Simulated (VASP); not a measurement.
# Pb (P6_3/mmc) in VASP: further runs, part 2 of 2

VASP 6.6.1.

**4. Single point, PBEsol**

Input file INCAR:

```
  ALGO = Normal
  EDIFF = 1E-7
  ENCUT = 520
  GGA = PS
  ISIF = 2
  ISMEAR = -1
  LASPH = T
  LCHARG = T
  LELF = T
  LREAL = F
  LVHAR = T
  LWAVE = F
  NBANDS = 21
  NELM = 100
  PREC = Accurate
  SIGMA = 0.05
```

Input file KPOINTS:

```
k-points
0
Gamma
  9 9 5
```

Input file POSCAR:

```
Pb
1.0
    3.4800000000      0.0000000000      0.0000000000
   -1.7400000000      3.0137684052      0.0000000000
    0.0000000000      0.0000000000      5.5900000000
Pb
2
Direct
    0.6666666667      0.3333333333      0.7500000000
    0.3333333333      0.6666666667      0.2500000000
```

Potentials or basis: VASP PAW PBE potentials, release 64 (Pb_d).

The run is started by

```console
$ cat potpaw_PBE.64/Pb_d/POTCAR > POTCAR
$ mpirun -np 1 vasp_std > vasp.out
```

OUTCAR:

```text
EDIFF = 1E-7
   ENCUT = 520
   GGA = PS
   ISIF = 2
   ISMEAR = -1
   LASPH = T
   LREAL = F
   NELM = 100
   PREC = Accurate

 ion  position               nearest neighbor table
   1  0.667  0.333  0.750-   2 3.44   2 3.44   2 3.44   2 3.44   2 3.44   2 3.44
   2  0.333  0.667  0.250-   1 3.44   1 3.44   1 3.44   1 3.44   1 3.44   1 3.44

  LATTYP: Found a hexagonal cell.
 ALAT       =     3.4800000000
 C/A-ratio  =     1.6063218391

  Lattice vectors:

 A1 = (   3.4800000000,   0.0000000000,   0.0000000000)
 A2 = (  -1.7400000000,   3.0137684052,   0.0000000000)
 A3 = (   0.0000000000,   0.0000000000,   5.5900000000)

Analysis of symmetry for initial positions (statically):
=====================================================================
 Subroutine PRICEL returns:
 Original cell was already a primitive cell.

 Routine SETGRP: Setting up the symmetry group for a
 hexagonal supercell.

 Subroutine GETGRP returns: Found 24 space group operations
 (whereof 12 operations were pure point group operations)
 out of a pool of 24 trial point group operations.

The static configuration has the point symmetry D_3d.
 The point group associated with its full space group is D_6h.

Analysis of symmetry for dynamics (positions and initial velocities):
=====================================================================
 Subroutine PRICEL returns:
 Original cell was already a primitive cell.

 Routine SETGRP: Setting up the symmetry group for a
 hexagonal supercell.

 Subroutine GETGRP returns: Found 24 space group operations
 (whereof 12 operations were pure point group operations)
 out of a pool of 24 trial point group operations.

The dynamic configuration has the point symmetry D_3d.
 The point group associated with its full space group is D_6h.

 Subroutine INISYM returns: Found 24 space group operations
 (whereof 12 operations are pure point group operations),
[... 110 lines left out ...]
   EFERMI =   0.00;   METHOD = LEGACY
   ISMEAR =    -1;   SIGMA  =   0.05  broadening in eV -4-tet -1-fermi 0-gaus
   EFERMI_NEDOS =   21; number of points for ismear=-14 and -15
   IALGO  =     38    algorithm
   IMIX   =      4    mixing-type and parameters
     AMIX     =   0.40;   BMIX     =  1.00
     AMIX_MAG =   1.60;   BMIX_MAG =  1.00
  volume/ion in A,a.u.               =      29.31       197.82
  Fermi-wavevector in a.u.,A,eV,Ry     =   1.279658  2.418203 22.279870  1.637524
  Thomas-Fermi vector in A             =   2.412131
   LORBIT       =      0    0 simple, 1 ext, 2 COOP (PROOUT), +10 PAW based schemes
   GGA     = PS    functional components
   LHFCALC =     F    Hartree Fock is set to
   AEXX    =    0.0000 exact exchange contribution
   IVDW    =     0    specifies the selected vdW correction
   LEPSILON=     F    determine dielectric tensor
   LRPA    =     F    only Hartree local field effects (RPA)
 non-spin polarized calculation
  energy-cutoff  :      520.00
  volume of cell :       58.63
 maximum number of plane-waves:      1595
 NGX is ok and might be reduce to    28
   NGX = 13   NGY = 13   NGZ = 21

 number of electron      28.0000005 magnetization

 Free energy of the ion-electron system (eV)
  ---------------------------------------------------
  ext. energy  EPLUGINS =         0.00000000
  ---------------------------------------------------
  free energy    TOTEN  =        -7.94596997 eV

  energy without entropy =       -7.93539773  energy(sigma->0) =       -7.94068385

 E-fermi :   7.4387     XC(G=0): -10.5064

 val. band max:        7.4378961714   @ k =   0.3333   0.1111   0.2000
 cond. band min:       7.5168155430   @ k =   0.2222   0.1111   0.4000
 fundamental gap:      0.0789193716
 Fermi energy:         7.4387074847

 k-point     1 :       0.0000    0.0000    0.0000
  band No.  band energies     occupation
      1      -9.5660      2.00000
      2      -9.5161      2.00000
      3      -9.5161      2.00000
      4      -9.5145      2.00000
      5      -9.4908      2.00000
      6      -9.4908      2.00000
[... 565 lines left out ...]
     20      20.1358      0.00000
     21      20.1359      0.00000

 [... further k-points ...]

------------------------ aborting loop because EDIFF is reached ----------------------------------------

  FORCE on cell =-STRESS in cart. coord.  units (eV):
  Direction    XX          YY          ZZ          XY          YZ          ZX
  --------------------------------------------------------------------------------------
  -------------------------------------------------------------------------------------
  Total       -0.1063444     -0.1063444      1.2799977      0.0000000     -0.0000000      0.0000000
  in kB       -2.9061905     -2.9061905     34.9799237      0.0000000     -0.0000000      0.0000000
  external PRESSURE =       9.7225142 kB  Pullay stress =       0.0000000 kB

 VOLUME and BASIS-vectors are now :
 -----------------------------------------------------------------------------
  energy-cutoff  :      520.00
  volume of cell :       58.63
      direct lattice vectors                 reciprocal lattice vectors
     3.480000000  0.000000000  0.000000000     0.287356322  0.165905250  0.000000000
    -1.740000000  3.013768405  0.000000000     0.000000000  0.331810500  0.000000000
     0.000000000  0.000000000  5.590000000     0.000000000  0.000000000  0.178890877

 POSITION                                       TOTAL-FORCE (eV/Angst)
 -----------------------------------------------------------------------------------
      1.74000      1.00459      4.19250        -0.000000      0.000000      0.000000
     -0.00000      2.00918      1.39750         0.000000     -0.000000      0.000000
 -----------------------------------------------------------------------------------
    total drift:                               -0.000000      0.000000      0.000000

  FREE ENERGIE OF THE ION-ELECTRON SYSTEM (eV)
  ---------------------------------------------------
  free  energy   TOTEN  =        -7.9459699651 eV

  energy  without entropy=       -7.9353977299  energy(sigma->0) =       -7.94068385
```

OSZICAR:

```text
N       E                     dE             d eps       ncg     rms          rms(c)
DAV:   1     0.296602316309E+03    0.29660E+03   -0.14196E+04  1512   0.164E+03
DAV:   2     0.131904620302E+02   -0.28341E+03   -0.27719E+03  1527   0.412E+02
DAV:   3    -0.731887199839E+01   -0.20509E+02   -0.20271E+02  1888   0.137E+02
DAV:   4    -0.795218917651E+01   -0.63332E+00   -0.63303E+00  1827   0.268E+01
DAV:   5    -0.798439905729E+01   -0.32210E-01   -0.32209E-01  2071   0.559E+00    0.878E-01
DAV:   6    -0.795427583992E+01    0.30123E-01   -0.52583E-02  2049   0.314E+00    0.410E-01
DAV:   7    -0.794649071195E+01    0.77851E-02   -0.19135E-02  2115   0.183E+00    0.130E-01
DAV:   8    -0.794597262875E+01    0.51808E-03   -0.11613E-03  2078   0.467E-01    0.140E-02
DAV:   9    -0.794596996667E+01    0.26621E-05   -0.54084E-05  2145   0.110E-01    0.705E-03
DAV:  10    -0.794596986906E+01    0.97607E-07   -0.50491E-06  2279   0.300E-02    0.109E-03
DAV:  11    -0.794596996505E+01   -0.95989E-07   -0.40680E-07  1713   0.839E-03
   1 F= -.79459700E+01 E0= -.79406838E+01  d E =-.105722E-01
```

It took 28 s on 1 thread of Intel Xeon Platinum 8375C at 2.90GHz (Ice Lake), shared host; peak memory 0.19 GiB.

What came out:

```
Free energy            : -7.9460 eV
Pressure               : 1.0 GPa
Band gap on the k mesh : zero (band 14 reaches 13.20 eV, above the bottom of band 15 at 5.43 eV)
```

Caveat: the PAW data sets were made with another functional, which shifts forces and pressure a little; spin-orbit coupling is left out, which moves the levels of the heavy elements.

**5. Single point, RPBE**

Input file INCAR:

```
SYSTEM = Pb
PREC = Accurate
ENCUT = 520
EDIFF = 1E-6
ISMEAR = -1
SIGMA = 0.05
LREAL = .FALSE.
LASPH = .TRUE.
NELM = 60
ALGO = Normal
ISIF = 2
LWAVE = .FALSE.
LCHARG = .TRUE.
GGA = RP
LELF = .TRUE.
LVHAR = .TRUE.
NBANDS = 21
```

Input file KPOINTS:

```
regular mesh
0
G
  9 9 5
  0 0 0
```

POSCAR is that of step 4.

The run is started by

```console
$ cat potpaw_PBE.64/Pb_d/POTCAR > POTCAR
$ mpirun -np 1 vasp_std > vasp.out
```

It took 26 s on 1 thread of Intel Xeon Platinum 8375C at 2.90GHz (Ice Lake), shared host; peak memory 0.19 GiB.

It converged, with:

```yaml
Free_energy: -6.1829 eV
Pressure: 5.7 GPa
Band_gap_on_the_k_mesh: zero (band 14 reaches 13.55 eV, above the bottom of band 15 at 5.75 eV)
```

Stress tensor (GPa, compression positive):
```
4.43 0.00 0.00
0.00 4.43 0.00
0.00 0.00 8.36
```

Levels at points of the mesh, in eV from the Fermi level:
```
           k point  band 10  band 11  band 12  band 13  band 14  band 15  band 16  band 17  band 18  band 19
(0.00, 0.00, 0.00)   -16.85   -11.95    -7.97    -4.29     5.62     5.62     7.52     7.52     8.21     8.75
```

Caveat: the PAW data sets were made with another functional, which shifts forces and pressure a little; spin-orbit coupling is left out, which moves the levels of the heavy elements.

**6. Summary**

| level | potentials or basis | gap on the mesh (eV) | pressure (GPa) |
| --- | --- | --- | --- |
| LDA | VASP PAW LDA potentials, release 64 (Pb_d) | none | -0.5 |
| PBE | VASP PAW PBE potentials, release 64 (Pb_d) | none | 4.1 |
| PBEsol | VASP PAW PBE potentials, release 64 (Pb_d) | none | 1.0 |
| RPBE | VASP PAW PBE potentials, release 64 (Pb_d) | none | 5.7 |

Alike in all rows: task single point; no spin polarisation; cell as given; k mesh 9 × 9 × 5; cutoff (eV) 520; smearing fermi-dirac 0.05 eV.

Caveats: spin-orbit coupling is left out, which moves the levels of the heavy elements; the PAW data sets were made with another functional, which shifts forces and pressure a little (some runs).

Total energies depend on the potentials used, so only differences within one code and one set of settings carry meaning.
